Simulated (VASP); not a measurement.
# Mg2F3 (R-3m) in VASP: a series of runs, part 3 of 3

VASP 6.6.1.

## (5) Single point, PBE

This run uses another cell than the first one, of 14.98 Å³/atom.

File INCAR:

```
PREC     = Accurate       # precision mode
ENCUT    = 520            # plane-wave cutoff, eV
EDIFF    = 1E-7           # SCF threshold, eV
ISMEAR   = 0              # smearing method
SIGMA    = 0.1            # smearing width, eV
LREAL    = F              # projectors in reciprocal space
LASPH    = T              # aspherical terms in the spheres
NELM     = 80             # most SCF steps
ALGO     = Normal         # electronic algorithm
ISIF     = 2              # what is computed and relaxed
LWAVE    = F              # write WAVECAR
LCHARG   = T              # write CHGCAR
GGA      = PE             # functional
LELF     = T              # ELF
LVHAR    = T            
NBANDS   = 20             # bands
```

File KPOINTS:

```
Automatic mesh
0
Gamma
  12 12 12
```

File POSCAR:

```
Mg2F3
1.0
    1.6683548512      0.9632251224      7.7698946474
   -1.6683548512      0.9632251224      7.7698946474
    0.0000000000     -1.9264502448      7.7698946474
Mg F
2 3
Direct
    0.3971099860      0.3971099860      0.3971099860
    0.6028900140      0.6028900140      0.6028900140
    0.0000000000      0.0000000000      0.0000000000
    0.2397118844      0.2397118844      0.2397118844
    0.7602881156      0.7602881156      0.7602881156
```

Potentials or basis: VASP PAW PBE potentials, release 64 (Mg, F).

Launch:

```bash
> cat potpaw_PBE.64/Mg/POTCAR potpaw_PBE.64/F/POTCAR > POTCAR
> mpirun -np 1 vasp_std > vasp.out
```

OUTCAR:

```text
PREC = Accurate
   ENCUT = 520
   EDIFF = 1E-7
   ISMEAR = 0
   LREAL = F
   LASPH = T
   NELM = 80
   ISIF = 2
   GGA = PE

 ion  position               nearest neighbor table
   1  0.397  0.397  0.397-   5 2.05   5 2.05   5 2.05   3 2.43   3 2.43   3 2.43   2 3.54   2 3.54
                             2 3.54
   2  0.603  0.603  0.603-   4 2.05   4 2.05   4 2.05   3 2.43   3 2.43   3 2.43   1 3.54   1 3.54
                             1 3.54
   3  0.000  0.000  0.000-   2 2.43   1 2.43   2 2.43   2 2.43   1 2.43   1 2.43
   4  0.240  0.240  0.240-   2 2.05   2 2.05   2 2.05
   5  0.760  0.760  0.760-   1 2.05   1 2.05   1 2.05

  LATTYP: Found a trigonal (rhomboedric) cell.
 ALAT       =     8.0051529266
 COS(alpha) =     0.9131304470

  Lattice vectors:

 A1 = (   1.6683548512,   0.9632251224,   7.7698946474)
 A2 = (  -1.6683548512,   0.9632251224,   7.7698946474)
 A3 = (   0.0000000000,  -1.9264502448,   7.7698946474)

Analysis of symmetry for initial positions (statically):
=====================================================================
[... 179 lines left out ...]

 val. band max:        4.4405083998   @ k =   0.0833   0.0833   0.0833
 cond. band min:       4.4535725251   @ k =   0.3333   0.3333   0.0000
 fundamental gap:      0.0130641253
 Fermi energy:         4.4520577758

 k-point     1 :       0.0000    0.0000    0.0000
  band No.  band energies     occupation
      1     -22.9333      2.00000
      2     -22.7903      2.00000
      3     -22.3910      2.00000
      4      -5.1880      2.00000
      5      -4.3472      2.00000
      6      -4.2161      2.00000
[... 541 lines left out ...]
     19      10.6772      0.00000
     20      11.5450      0.00000

 [... further k-points ...]

------------------------ aborting loop because EDIFF is reached ----------------------------------------

  FORCE on cell =-STRESS in cart. coord.  units (eV):
  Direction    XX          YY          ZZ          XY          YZ          ZX
  --------------------------------------------------------------------------------------
  -------------------------------------------------------------------------------------
  Total       -0.2518739     -0.2518739     -0.1713141      0.0000000     -0.0000000      0.0000000
  in kB       -5.3865548     -5.3865548     -3.6637098      0.0000000     -0.0000000      0.0000000
  external PRESSURE =      -4.8122732 kB  Pullay stress =       0.0000000 kB

 VOLUME and BASIS-vectors are now :
 -----------------------------------------------------------------------------
  energy-cutoff  :      520.00
  volume of cell :       74.92
      direct lattice vectors                 reciprocal lattice vectors
     1.668354851  0.963225122  7.769894647     0.299696434  0.173029817  0.042900625
    -1.668354851  0.963225122  7.769894647    -0.299696434  0.173029817  0.042900625
     0.000000000 -1.926450245  7.769894647     0.000000000 -0.346059634  0.042900625

 POSITION                                       TOTAL-FORCE (eV/Angst)
 -----------------------------------------------------------------------------------
      0.00000      0.00000      9.25651         0.000000      0.000000     -0.001569
      0.00000      0.00000     14.05318         0.000000      0.000000      0.001569
      0.00000      0.00000      0.00000         0.000000      0.000000      0.000000
      0.00000      0.00000      5.58761         0.000000     -0.000000      0.012633
      0.00000      0.00000     17.72208         0.000000      0.000000     -0.012633
 -----------------------------------------------------------------------------------
    total drift:                               -0.000000     -0.000000      0.000000

  FREE ENERGIE OF THE ION-ELECTRON SYSTEM (eV)
  ---------------------------------------------------
  free  energy   TOTEN  =       -22.1786824920 eV

  energy  without entropy=      -22.1756744988  energy(sigma->0) =      -22.17717850
```

OSZICAR:

```text
N       E                     dE             d eps       ncg     rms          rms(c)
DAV:   1     0.129991704700E+03    0.12999E+03   -0.12000E+04  7568   0.108E+03
DAV:   2    -0.170561976687E+02   -0.14705E+03   -0.14328E+03  9208   0.251E+02
DAV:   3    -0.243975644483E+02   -0.73414E+01   -0.73013E+01  9024   0.578E+01
DAV:   4    -0.244415582456E+02   -0.43994E-01   -0.43980E-01  8500   0.497E+00
DAV:   5    -0.244418294114E+02   -0.27117E-03   -0.27116E-03  9052   0.383E-01    0.873E+00
DAV:   6    -0.222437512595E+02    0.21981E+01   -0.78870E+00  7984   0.206E+01    0.283E+00
DAV:   7    -0.222024910511E+02    0.41260E-01   -0.11592E-01  7860   0.254E+00    0.167E+00
DAV:   8    -0.221776733791E+02    0.24818E-01   -0.54196E-02  8020   0.237E+00    0.157E-01
DAV:   9    -0.221782292569E+02   -0.55588E-03   -0.10107E-03  9504   0.217E-01    0.950E-02
DAV:  10    -0.221786856646E+02   -0.45641E-03   -0.52044E-04  8044   0.151E-01    0.204E-02
DAV:  11    -0.221786809685E+02    0.46961E-05   -0.29219E-05  9548   0.567E-02    0.621E-03
DAV:  12    -0.221786819080E+02   -0.93956E-06   -0.54096E-06  8240   0.185E-02    0.379E-03
DAV:  13    -0.221786823785E+02   -0.47049E-06   -0.21592E-06  8556   0.101E-02    0.757E-04
DAV:  14    -0.221786824878E+02   -0.10930E-06   -0.98441E-08  6996   0.255E-03    0.525E-04
DAV:  15    -0.221786824920E+02   -0.42148E-08   -0.24769E-08  5844   0.131E-03
   1 F= -.22178682E+02 E0= -.22177178E+02  d E =-.300799E-02
```

It took 15 min on 1 thread of Intel Xeon Platinum 8259CL at 2.50GHz (Skylake/Cascade Lake), shared host; peak memory 0.63 GiB.

What came out:

* Free energy: -22.1787 eV
* Pressure: -0.5 GPa
* Largest force: 0.013 eV/Å
* Band gap on the k mesh: zero (an odd number of electrons rules out a gap without spin polarisation)

Forces on the atoms (eV/Å):
```
Mg   0.000  0.000 -0.002
Mg   0.000  0.000  0.002
F    0.000  0.000  0.000
F    0.000  0.000  0.013
F    0.000  0.000 -0.013
```

Levels at points of the mesh, in eV from the Fermi level:
```
           k point  band 9  band 10  band 11  band 12  band 13  band 14  band 15  band 16
(0.00, 0.00, 0.00)   -8.61    -8.01    -8.01    -7.71    -2.84     0.24     0.42     5.21
(0.50, 0.00, 0.00)   -8.36    -8.31    -8.16    -7.84     1.76     2.30     2.98     3.63
(0.50, 0.50, 0.00)   -8.32    -8.30    -8.17    -7.87     1.81     2.38     2.71     3.71
(0.50, 0.50, 0.50)   -8.59    -8.01    -8.01    -7.92    -2.37    -1.14     1.80     4.01
```

Caveat: an odd number of electrons without spin polarisation forces a metal; a magnetic or distorted state may lie lower.

## (6) Relaxation of cell and atoms, PBE

This run uses another cell than the first one, of 14.71 Å³/atom.

File INCAR:

```
SYSTEM = Mg2F3
  ALGO = Normal
  EDIFF = 1E-7
  EDIFFG = -0.01
  ENCUT = 600
  GGA = PE
  IBRION = 2
  ISIF = 3
  ISMEAR = 0
  LASPH = .TRUE.
  LCHARG = .FALSE.
  LREAL = .FALSE.
  LWAVE = .FALSE.
  NELM = 80
  NSW = 100
  PREC = Accurate
  SIGMA = 0.1
```

File KPOINTS:

```
k-points
0
G
  12 12 12
  0 0 0
```

File POSCAR:

```
Mg2F3
1.0
    1.6670836240      0.9624911791      7.6375112562
   -1.6670836240      0.9624911791      7.6375112562
    0.0000000000     -1.9249823582      7.6375112562
Mg F
2 3
Direct
    0.3978951548      0.3978951548      0.3978951548
    0.6021048452      0.6021048452      0.6021048452
    0.0000000000      0.0000000000      0.0000000000
    0.2383610356      0.2383610356      0.2383610356
    0.7616389644      0.7616389644      0.7616389644
```

Potentials or basis: VASP PAW PBE potentials, release 64 (Mg, F).

Launch:

```bash
> cat potpaw_PBE.64/Mg/POTCAR potpaw_PBE.64/F/POTCAR > POTCAR
> mpirun -np 1 vasp_std > vasp.out
```

It took 28 min on 1 thread of Intel Xeon Platinum 8259CL at 2.50GHz (Skylake/Cascade Lake), shared host; peak memory 0.74 GiB.

Results (log left out):

| Quantity | Value |
| --- | --- |
| Free energy | -22.1854 eV |
| Relaxed volume | 14.64 Å³/atom |
| Relaxed cell | a = 7.871 Å, b = 7.871 Å, c = 7.871 Å, α = 24.41°, β = 24.41°, γ = 24.41° |
| Space group after relaxing (to 0.1 Å) | R-3m (No. 166) |
| Energy gained by relaxing | 0.1 meV/atom |
| Ionic steps | 2 |
| Pressure after relaxing | 0.0 GPa |
| Largest force after relaxing | 0.009 eV/Å |
| Band gap on the k mesh | zero (an odd number of electrons rules out a gap without spin polarisation) |

Forces in eV/Å, atoms in the order of the input:
```
Mg   0.000  0.000  0.007
Mg   0.000  0.000 -0.007
F    0.000  0.000  0.000
F    0.000  0.000 -0.009
F    0.000  0.000  0.009
```

The path:
| step | energy change (eV) | largest force (eV/Å) | pressure (GPa) | volume (Å³) |
| --- | --- | --- | --- | --- |
| 1 | 0.0000 | 0.0157 | -0.32 | 73.53 |
| 2 | -0.0004 | 0.0095 | -0.03 | 73.22 |

Final structure:
```xyz
5
Lattice="1.6641 0.9608 7.6324 -1.6641 0.9608 7.6324 0.0000 -1.9215 7.6324" Properties=species:S:1:pos:R:3 pbc="T T T"
Mg    0.0000    0.0000    9.1114
Mg    0.0000    0.0000   13.7857
F     0.0000    0.0000   22.8972
F     0.0000    0.0000    5.4582
F     0.0000    0.0000   17.4389
```

Levels at points of the mesh, in eV from the Fermi level:
| k point | band 8 | band 9 | band 10 | band 11 | band 12 | band 13 | band 14 | band 15 | band 16 |
| --- | --- | --- | --- | --- | --- | --- | --- | --- | --- |
| (0.00, 0.00, 0.00) | -8.66 | -8.66 | -8.08 | -8.08 | -7.75 | -2.87 | 0.32 | 0.42 | 5.40 |
| (0.50, 0.00, 0.00) | -8.86 | -8.42 | -8.38 | -8.23 | -7.89 | 1.75 | 2.29 | 3.00 | 3.62 |
| (0.50, 0.50, 0.00) | -8.83 | -8.39 | -8.35 | -8.24 | -7.93 | 1.81 | 2.38 | 2.69 | 3.73 |
| (0.50, 0.50, 0.50) | -8.65 | -8.63 | -8.08 | -8.08 | -7.99 | -2.36 | -1.16 | 1.85 | 4.17 |

Caveat: an odd number of electrons without spin polarisation forces a metal; a magnetic or distorted state may lie lower.

## (7) Overview

| task | cell | k mesh | cutoff (eV) | gap on the mesh (eV) | pressure (GPa) | relaxed volume (Å³/atom) | largest force (eV/Å) |
| --- | --- | --- | --- | --- | --- | --- | --- |
| single point | a = 7.808 Å, angles 24.2°, 5 atoms, atomic positions A | 6 × 6 × 6 | 520 | none | -7.8 | - | 2.76 |
| single point | a = 7.876 Å, angles 24.4°, 5 atoms, atomic positions B | 6 × 6 × 6 | 520 | none | -0.2 | - | 0.02 |
| relaxation of cell and atoms | relaxed from a = 7.808 Å, angles 24.2°, 5 atoms, atomic positions A | 6 × 6 × 6 | 600 | none | 0.0 | 14.33 | 0.01 |
| single point | a = 8.005 Å, angles 24.1°, 5 atoms, atomic positions C | 12 × 12 × 12 | 520 | none | -0.5 | - | 0.01 |
| relaxation of cell and atoms | relaxed from a = 7.876 Å, angles 24.4°, 5 atoms, atomic positions B | 12 × 12 × 12 | 600 | none | 0.0 | 14.64 | 0.01 |

Alike in all rows: level PBE; potentials or basis VASP PAW PBE potentials, release 64 (Mg, F); no spin polarisation; smearing gaussian 0.1 eV.

Caveats: some runs use coarse meshes; an odd number of electrons without spin polarisation forces a metal; a magnetic or distorted state may lie lower.

Absolute energies hang on the potentials; compare differences alone.

The gap in the log of VASP goes by the Fermi energy; the results here count the filled bands.